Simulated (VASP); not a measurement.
# Pb in VASP: a series of runs, part 2 of 2

VASP 6.6.1. The steps go on from the part before.

### Step 4. Single point, PBE (24.83 Å³/atom)

This run uses another cell than the first one, of 24.83 Å³/atom.

Input file INCAR:

```
  PREC = Accurate
  ENCUT = 520
  EDIFF = 1E-7
  ISMEAR = 1
  SIGMA = 0.025
  LREAL = False
  LASPH = True
  NELM = 100
  ALGO = Normal
  ISIF = 2
  LWAVE = False
  LCHARG = False
  GGA = PE
  NBANDS = 13
```

Input file KPOINTS:

```
Automatic mesh
0
Gamma
  9 9 9
```

Input file POSCAR:

```
Pb
1.0
   -1.8377531478      1.8377531478      1.8377531478
    1.8377531478     -1.8377531478      1.8377531478
    1.8377531478      1.8377531478     -1.8377531478
Pb
1
Direct
    0.0000000000      0.0000000000      0.0000000000
```

Potentials or basis: VASP PAW PBE potentials, release 64 (Pb_d).

On the command line:

```console
$ cat potpaw_PBE.64/Pb_d/POTCAR > POTCAR
$ mpirun -np 1 vasp_std > vasp.out
```

OUTCAR:

```text
PREC = Accurate
   ENCUT = 520
   EDIFF = 1E-7
   ISMEAR = 1
   LREAL = False
   LASPH = True
   NELM = 100
   ISIF = 2
   GGA = PE

 ion  position               nearest neighbor table
   1  0.000  0.000  0.000-

  LATTYP: Found a body centered cubic cell.
 ALAT       =     3.6755062956

  Lattice vectors:

 A1 = (  -1.8377531478,   1.8377531478,   1.8377531478)
 A2 = (   1.8377531478,  -1.8377531478,   1.8377531478)
 A3 = (   1.8377531478,   1.8377531478,  -1.8377531478)

[... 552 lines left out ...]
      4      -7.2653      2.00000
      5      -7.0126      2.00000
      6       2.3679      2.00000
      7       5.6472      2.00000
      8      10.5335      0.00000
      9      15.2894      0.00000
     10      19.7872      0.00000
     11      21.4076      0.00000
     12      21.6863      0.00000
     13      24.1746      0.00000

 [... further k-points ...]
[... 5 lines left out ...]
  --------------------------------------------------------------------------------------
  -------------------------------------------------------------------------------------
  Total        2.7160921      2.7160921      2.7160921      0.0000000      0.0000000      0.0000000
  in kB      175.2804798    175.2804798    175.2804798      0.0000000      0.0000000      0.0000000
  external PRESSURE =     175.2804798 kB  Pullay stress =       0.0000000 kB

 VOLUME and BASIS-vectors are now :
 -----------------------------------------------------------------------------
  energy-cutoff  :      520.00
  volume of cell :       24.83
      direct lattice vectors                 reciprocal lattice vectors
    -1.837753148  1.837753148  1.837753148     0.000000000  0.272071361  0.272071361
     1.837753148 -1.837753148  1.837753148     0.272071361  0.000000000  0.272071361
     1.837753148  1.837753148 -1.837753148     0.272071361  0.272071361  0.000000000

 POSITION                                       TOTAL-FORCE (eV/Angst)
 -----------------------------------------------------------------------------------
      0.00000      0.00000      0.00000        -0.000000     -0.000000      0.000000
 -----------------------------------------------------------------------------------
    total drift:                                0.000000      0.000000      0.000000

  FREE ENERGIE OF THE ION-ELECTRON SYSTEM (eV)
  ---------------------------------------------------
  free  energy   TOTEN  =        -3.2107104789 eV

  energy  without entropy=       -3.2105212624  energy(sigma->0) =       -3.21064741
```

It took 13 s on 1 thread of Intel Xeon 8259CL, shared host; peak memory 0.14 GiB.

Results:

```
Free energy            : -3.2107 eV
Pressure               : 17.5 GPa
Band gap on the k mesh : zero (bands 7 and 8 overlap by 12.26 eV)
```

Caveat: the cell stands under pressure; spin-orbit coupling is left out, which moves the levels of the heavy elements.

### Step 5. Relaxation of cell and atoms, RPBE, collinear spin, zero start

This run uses another cell than the first one, of 31.03 Å³/atom.

Input file INCAR:

```
PREC = Accurate
ENCUT = 600
EDIFF = 1E-7
ISMEAR = -1
SIGMA = 0.1
LREAL = F
LASPH = T
NELM = 150
ALGO = Normal
ISIF = 3
LWAVE = F
LCHARG = F
ISPIN = 2
MAGMOM = 0
LORBIT = 11
GGA = RP
IBRION = 2
NSW = 60
EDIFFG = -0.05
```

Input file KPOINTS:

```
regular mesh
0
Gamma
  7 7 7
```

Input file POSCAR:

```
Pb
1.0
   -1.9877910000      1.9906730000      1.9934330000
    1.9794590000     -1.9574870000      1.9519150000
    1.9965790000      1.9662750000     -1.9602470000
Pb
1
Direct
    0.0000000000      0.0000000000      0.0000000000
```

On the command line:

```console
$ cat potpaw_PBE.64/Pb_d/POTCAR > POTCAR
$ mpirun -np 1 vasp_std > vasp.out
```

Run time: 7.7 min. Hardware: 1 thread of Intel Xeon 8259CL, shared host; peak memory 0.26 GiB.

Results (log left out):

```yaml
Free_energy: -3.1644 eV
Relaxed_volume: 32.83 Å³/atom
Relaxed_cell: a = 3.508 Å, b = 3.473 Å, c = 3.487 Å, α = 108.76°, β = 109.60°, γ = 109.72°
Space_group_after_relaxing_to_0.1_Å: Im-3m (No. 229)
Energy_gained_by_relaxing: 12.1 meV/atom
Ionic_steps: 3
Pressure_after_relaxing: 0.0 GPa
Band_gap_on_the_k_mesh: zero (filled and empty bands overlap)
Net_moment: 0.00 μB per cell
Valence_electrons_inside_the_program's_atomic_spheres: Pb 11.93
```

Stress tensor (GPa, compression positive):
```
 0.17 -0.04  0.03
-0.04 -0.01 -0.12
 0.03 -0.12 -0.19
```

The path:
```
step  energy change (eV)  largest force (eV/Å)  pressure (GPa)  volume (Å³)
   1              0.0000                0.0000            2.26        31.03
   2             -0.0120                0.0000           -0.23        33.04
   3             -0.0121                0.0000           -0.01        32.83
```

Final structure:
```xyz
1
Lattice="-2.0266 2.0253 2.0242 2.0204 -2.0006 1.9935 2.0330 2.0070 -1.9996" Properties=species:S:1:pos:R:3 pbc="T T T"
Pb    0.0000    0.0000    0.0000
```

Levels at points of the mesh, in eV from the Fermi level:
Spin up:
| k point | band 5 | band 6 | band 7 | band 8 | band 9 | band 10 |
| --- | --- | --- | --- | --- | --- | --- |
| (0.00, 0.00, 0.00) | -17.01 | -11.29 | 6.85 | 6.90 | 7.05 | 10.59 |
Spin down:
| k point | band 3 | band 4 | band 5 | band 6 | band 7 | band 8 | band 9 | band 10 | band 11 |
| --- | --- | --- | --- | --- | --- | --- | --- | --- | --- |
| (0.00, 0.00, 0.00) | -17.19 | -17.02 | -17.01 | -11.29 | 6.85 | 6.90 | 7.05 | 10.59 | 10.83 |

Caveat: the PAW data sets were made with another functional, which shifts forces and pressure a little; spin-orbit coupling is left out, which moves the levels of the heavy elements.

### Step 6. Single point, r2SCAN+rVV10

This run uses another cell than the first one, of 31.03 Å³/atom.

Input file POSCAR:

```
Pb
1.0
   -1.9796595650      1.9796595650      1.9796595650
    1.9796595650     -1.9796595650      1.9796595650
    1.9796595650      1.9796595650     -1.9796595650
Pb
1
Direct
    0.0000000000      0.0000000000      0.0000000000
```

Input file INCAR.step1:

```
SYSTEM = Pb
PREC = Accurate
ENCUT = 550
ISMEAR = -1
SIGMA = 0.15
LREAL = .False.
LASPH = .True.
NELM = 120
NBANDS = 13
GGA = PE
ALGO = Normal
EDIFF = 1E-5
LWAVE = .True.
LCHARG = .False.
GGA_COMPAT = .False.
```

Input file INCAR.step2:

```
SYSTEM = Pb
PREC = Accurate
ENCUT = 550
EDIFF = 1E-6
ISMEAR = -1
SIGMA = 0.15
LREAL = .False.
LASPH = .True.
NELM = 120
ALGO = Normal
ISIF = 2
LWAVE = .False.
LCHARG = .False.
METAGGA = R2SCAN
LMIXTAU = .True.
LUSE_VDW = .True.
IVDW_NL = 2
BPARAM = 11.95
CPARAM = 0.0093
NBANDS = 13
ISTART = 1
GGA_COMPAT = .False.
```

Input file KPOINTS:

```
Automatic mesh
0
Gamma
  9 9 9
  0 0 0
```

Potentials or basis: VASP PAW PBE potentials, release 64 (Pb_d).

On the command line:

```console
$ cat potpaw_PBE.64/Pb_d/POTCAR > POTCAR
$ cp INCAR.step1 INCAR
$ mpirun -np 1 vasp_std > vasp.out
$ cp INCAR.step2 INCAR
$ mpirun -np 1 vasp_std > vasp.out
```

OUTCAR:

```text
SYSTEM = Pb
   PREC = Accurate
   ENCUT = 550
   EDIFF = 1E-6
   ISMEAR = -1
   LREAL = .False.
   LASPH = .True.
   NELM = 120
   ISIF = 2
   METAGGA = R2SCAN
   IVDW_NL = 2
   BPARAM = 11.95
   ISTART = 1

 ion  position               nearest neighbor table
   1  0.000  0.000  0.000-

  LATTYP: Found a body centered cubic cell.
 ALAT       =     3.9593191300

  Lattice vectors:

 A1 = (  -1.9796595650,   1.9796595650,   1.9796595650)
 A2 = (   1.9796595650,  -1.9796595650,   1.9796595650)
 A3 = (   1.9796595650,   1.9796595650,  -1.9796595650)

Analysis of symmetry for initial positions (statically):
=====================================================================
 Subroutine PRICEL returns:
 Original cell was already a primitive cell.

 Routine SETGRP: Setting up the symmetry group for a
 body centered cubic supercell.

 Subroutine GETGRP returns: Found 48 space group operations
 (whereof 48 operations were pure point group operations)
 out of a pool of 48 trial point group operations.

The static configuration has the point symmetry O_h .

[... 162 lines left out ...]
 val. band max:        6.8840039287   @ k =   0.3333   0.2222   0.0000
 cond. band min:       7.1372263930   @ k =  -0.2222   0.3333   0.1111
 fundamental gap:      0.2532224643
 Fermi energy:         6.9568312204

 k-point     1 :       0.0000    0.0000    0.0000
  band No.  band energies     occupation
      1     -10.7978      2.00000
      2     -10.7978      2.00000
      3     -10.7978      2.00000
      4     -10.5551      2.00000
      5     -10.5551      2.00000
      6      -5.1920      2.00000
      7      14.6795      0.00000
      8      14.6795      0.00000
      9      14.6795      0.00000
     10      18.7690      0.00000
     11      18.7690      0.00000
     12      18.7690      0.00000
     13      19.4076      0.00000
[... 354 lines left out ...]
  band No.  band energies     occupation
      1     -10.7944      2.00000
      2     -10.7378      2.00000
      3     -10.6379      2.00000
      4     -10.5743      2.00000
      5     -10.4326      2.00000
      6      -0.7545      2.00000
      7       3.6216      2.00000
      8       7.6445      0.02021
      9      11.6626      0.00000
     10      16.2344      0.00000
     11      17.7275      0.00000
     12      18.5803      0.00000
     13      20.3679      0.00000

 [... further k-points ...]
[... 5 lines left out ...]
  --------------------------------------------------------------------------------------
  -------------------------------------------------------------------------------------
  Total       -0.1851016     -0.1851016     -0.1851016      0.0000000     -0.0000000     -0.0000000
  in kB       -9.5562886     -9.5562886     -9.5562886      0.0000000     -0.0000000     -0.0000000
  external PRESSURE =      -9.5562886 kB  Pullay stress =       0.0000000 kB

 VOLUME and BASIS-vectors are now :
 -----------------------------------------------------------------------------
  energy-cutoff  :      550.00
  volume of cell :       31.03
      direct lattice vectors                 reciprocal lattice vectors
    -1.979659565  1.979659565  1.979659565     0.000000000  0.252568678  0.252568678
     1.979659565 -1.979659565  1.979659565     0.252568678  0.000000000  0.252568678
     1.979659565  1.979659565 -1.979659565     0.252568678  0.252568678  0.000000000

 POSITION                                       TOTAL-FORCE (eV/Angst)
 -----------------------------------------------------------------------------------
      0.00000      0.00000      0.00000         0.000000      0.000000      0.000000
 -----------------------------------------------------------------------------------
    total drift:                               -0.000000     -0.000000     -0.000000

  FREE ENERGIE OF THE ION-ELECTRON SYSTEM (eV)
  ---------------------------------------------------
  free  energy   TOTEN  =       -55.8831989024 eV

  energy  without entropy=      -55.8320356184  energy(sigma->0) =      -55.85761726
```

OUTCAR.step1:

```text
SYSTEM = Pb
   PREC = Accurate
   ENCUT = 550
   ISMEAR = -1
   LREAL = .False.
   LASPH = .True.
[... 601 lines left out ...]
 -----------------------------------------------------------------------------------
      0.00000      0.00000      0.00000         0.000000      0.000000      0.000000
 -----------------------------------------------------------------------------------
    total drift:                               -0.000000     -0.000000     -0.000000

  FREE ENERGIE OF THE ION-ELECTRON SYSTEM (eV)
  ---------------------------------------------------
  free  energy   TOTEN  =        -3.5290361970 eV

  energy  without entropy=       -3.4761546579  energy(sigma->0) =       -3.50259543
```

OSZICAR.step1:

```text
N       E                     dE             d eps       ncg     rms          rms(c)
DAV:   1     0.107947509052E+03    0.10795E+03   -0.74295E+03   925   0.131E+03
DAV:   2     0.166236924085E+01   -0.10629E+03   -0.10311E+03   945   0.317E+02
DAV:   3    -0.342058164194E+01   -0.50830E+01   -0.50611E+01  1186   0.738E+01
DAV:   4    -0.353675883813E+01   -0.11618E+00   -0.11614E+00  1113   0.119E+01
DAV:   5    -0.354083302336E+01   -0.40742E-02   -0.40740E-02  1280   0.199E+00    0.518E-01
DAV:   6    -0.353126353064E+01    0.95695E-02   -0.13366E-02  1125   0.203E+00    0.260E-01
DAV:   7    -0.352908051867E+01    0.21830E-02   -0.58621E-03  1173   0.124E+00    0.913E-02
DAV:   8    -0.352903654833E+01    0.43970E-04   -0.42300E-04  1156   0.317E-01    0.937E-03
DAV:   9    -0.352903619700E+01    0.35133E-06   -0.73744E-06   720   0.480E-02
   1 F= -.35290362E+01 E0= -.35025954E+01  d E =-.528815E-01
```

Wall time 84 s (1 thread of Intel Xeon Platinum 8259CL at 2.50GHz (Skylake/Cascade Lake), shared host); peak memory 0.26 GiB.

Results:

```yaml
Free_energy: -55.8832 eV
Pressure: -1.0 GPa
Band_gap_on_the_k_mesh: zero (bands 7 and 8 overlap by 9.82 eV)
```

Levels at points of the mesh, in eV from the Fermi level:
```csv
k point,band 3,band 4,band 5,band 6,band 7,band 8,band 9,band 10,band 11,band 12
"(0.00, 0.00, 0.00)",-17.75,-17.51,-17.51,-12.15,7.72,7.72,7.72,11.81,11.81,11.81
```

Caveat: the PAW data sets were made with another functional, which shifts forces and pressure a little; spin-orbit coupling is left out, which moves the levels of the heavy elements.

### Step 7. The runs side by side

```csv
task,level,spin,cell,k mesh,cutoff (eV),smearing,gap on the mesh (eV),pressure (GPa)
single point,"pbe exchange, pbesol correlation",off,"a = 3.474 Å, angles 109.5°, 1 atom",9 × 9 × 9,500,gaussian 0.01 eV,none,-0.4
single point,"pbe exchange, pbesol correlation",off,"a = 3.496 Å, angles 109.5°, 1 atom",9 × 9 × 9,500,gaussian 0.01 eV,none,-1.1
single point,PBE,off,"a = 3.183 Å, angles 109.5°, 1 atom",9 × 9 × 9,520,methfessel-paxton 0.025 eV,none,17.5
relaxation of cell and atoms,RPBE,"collinear, zero start","relaxed from a = 3.448, b = 3.400, c = 3.420 Å, angles 108.7, 109.6, 109.6°, 1 atom",7 × 7 × 7,600,fermi-dirac 0.1 eV,none,0.0
single point,r2SCAN+rVV10,off,"a = 3.429 Å, angles 109.5°, 1 atom",9 × 9 × 9,550,fermi-dirac 0.15 eV,none,-1.0
```

Alike in all rows: potentials or basis VASP PAW PBE potentials, release 64 (Pb_d).

Caveats: spin-orbit coupling is left out, which moves the levels of the heavy elements; the PAW data sets were made with another functional, which shifts forces and pressure a little (at least some runs); the cell stands under pressure (at least some runs).

Absolute energies hang on the potentials; compare differences alone.
